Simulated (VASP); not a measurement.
Here is a VASP 6.6.1 calculation.

File INCAR:

```
SYSTEM = CO2
PREC = Accurate
ENCUT = 520
EDIFF = 1E-6
ISMEAR = 0
SIGMA = 0.01
LREAL = .FALSE.
LASPH = .TRUE.
NELM = 60
ALGO = Normal
ISIF = 2
LWAVE = .FALSE.
LCHARG = .FALSE.
GGA = PE
IVDW = 12
IBRION = 2
NSW = 80
EDIFFG = -0.01
```

KPOINTS

```
regular mesh
0
G
  1 1 1
  0 0 0
```

Contents of POSCAR:

```
CO2
1.0
   10.3000000000      0.0000000000      0.0000000000
    0.0000000000     10.5000000000      0.0000000000
    0.0000000000      0.0000000000     10.7000000000
C O
1 2
Direct
    0.5000000000      0.5000000000      0.5000000000
    0.5655227881      0.5642747350      0.5630733381
    0.4344772119      0.4357252650      0.4369266619
```

Potentials or basis: VASP PAW PBE potentials, release 64 (C, O).

Command:

```bash
$ cat potpaw_PBE.64/C/POTCAR potpaw_PBE.64/O/POTCAR > POTCAR
$ mpirun -np 1 vasp_gam > vasp.out
```

Q: Estimate the gap between the frontier levels.

A: 7.98 eV.

Q: What does it give for the energy gained by relaxing?

A: 2.1 meV/atom.

Q: Estimate the dispersion energy per atom.

A: -0.009 eV.

Final structure:
```xyz
3
Lattice="10.3000 0.0000 0.0000 0.0000 10.5000 0.0000 0.0000 0.0000 10.7000" Properties=species:S:1:pos:R:3 pbc="T T T"
C     5.1500    5.2500    5.3500
O     5.8294    5.9294    6.0294
O     4.4706    4.5706    4.6706
```
